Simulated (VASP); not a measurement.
A run of VASP 6.6.1 is set up as follows.

File POSCAR:

```
Ru
1.0
   -1.4686955560      1.4686955560      1.4686955560
    1.4686955560     -1.4686955560      1.4686955560
    1.4686955560      1.4686955560     -1.4686955560
Ru
1
Direct
    0.0000000000      0.0000000000      0.0000000000
```

Contents of INCAR.step1:

```
SYSTEM = Ru
ALGO = Normal
EDIFF = 1E-4
ENCUT = 520
GGA = PE
ISMEAR = -1
ISPIN = 2
LASPH = .True.
LCHARG = .False.
LMAXMIX = 4
LREAL = .False.
LWAVE = .True.
MAGMOM = 1.333
NBANDS = 17
NELM = 150
PREC = Accurate
SIGMA = 0.05
```

INCAR.step2

```
SYSTEM = Ru
ALGO = Normal
EDIFF = 1E-6
ENCUT = 520
ISIF = 2
ISMEAR = -1
ISPIN = 2
ISTART = 1
LASPH = .True.
LCHARG = .True.
LELF = .True.
LMAXMIX = 4
LMIXTAU = .True.
LORBIT = 11
LREAL = .False.
LVHAR = .True.
LWAVE = .False.
MAGMOM = 1.333
METAGGA = R2SCAN
NBANDS = 17
NELM = 150
PREC = Accurate
SIGMA = 0.05
```

File KPOINTS:

```
k-points
0
Gamma
  16 16 16
  0 0 0
```

Potentials or basis: VASP PAW PBE potentials, release 64 (Ru_pv).

Command:

```console
$ cat potpaw_PBE.64/Ru_pv/POTCAR > POTCAR
$ cp INCAR.step1 INCAR
$ mpirun -np 1 vasp_std > vasp.out
$ cp INCAR.step2 INCAR
$ mpirun -np 1 vasp_std > vasp.out
```

Question: What does it give for the pressure?

Answer: 38.4 GPa.

Question: Predict the band gap on the k mesh.

Answer: Zero (filled and empty bands overlap).

Question: What does it give for the net moment?

Answer: 0.00 μB per cell.

Caveat: the PAW data sets were made with another functional, which shifts forces and pressure a little.
